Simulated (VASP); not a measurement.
Input of a VASP 6.6.1 run:

Contents of INCAR:

```
SYSTEM = MgI2
PREC = Accurate
ENCUT = 520
EDIFF = 1E-6
ISMEAR = 0
SIGMA = 0.03
LREAL = .FALSE.
LASPH = .TRUE.
NELM = 120
ALGO = Normal
ISIF = 2
LWAVE = .FALSE.
LCHARG = .TRUE.
LDIPOL = .TRUE.
IDIPOL = 3
DIPOL = 0.5 0.5 0.284
GGA = PE
IVDW = 13
LELF = .TRUE.
LVHAR = .TRUE.
LVACPOTAV = .TRUE.
NBANDS = 15
GGA_COMPAT = .FALSE.
NELMDL = -8
```

The input KPOINTS:

```
Automatic mesh
0
G
  12 12 1
  0 0 0
```

The input POSCAR:

```
MgI2
1.0
    4.1362847568      0.0000000000      0.0000000000
   -2.0681423784      3.5821276766      0.0000000000
    0.0000000000      0.0000000000     30.5999999982
I Mg
2 1
Direct
    0.3333333333      0.6666666667      0.2295063879
    0.6666666667      0.3333333333      0.3391210632
    0.0000000000      0.0000000000      0.2843137255
```

Potentials or basis: VASP PAW PBE potentials, release 64 (I, Mg).

Launch:

```console
$ cat potpaw_PBE.64/I/POTCAR potpaw_PBE.64/Mg/POTCAR > POTCAR
$ mpirun -np 1 vasp_std > vasp.out
```

Problem. Estimate the largest force.

Solution. 0.012 eV/Å.

Problem. What does it give for the band gap on the k mesh?

Solution. 3.63 eV, indirect (least direct gap 4.08 eV).

Forces on the atoms (eV/Å):
```
I    0.000  0.000  0.012
I    0.000  0.000 -0.012
Mg   0.000  0.000  0.000
```

Caveat: spin-orbit coupling is left out, which moves the levels of the heavy elements.
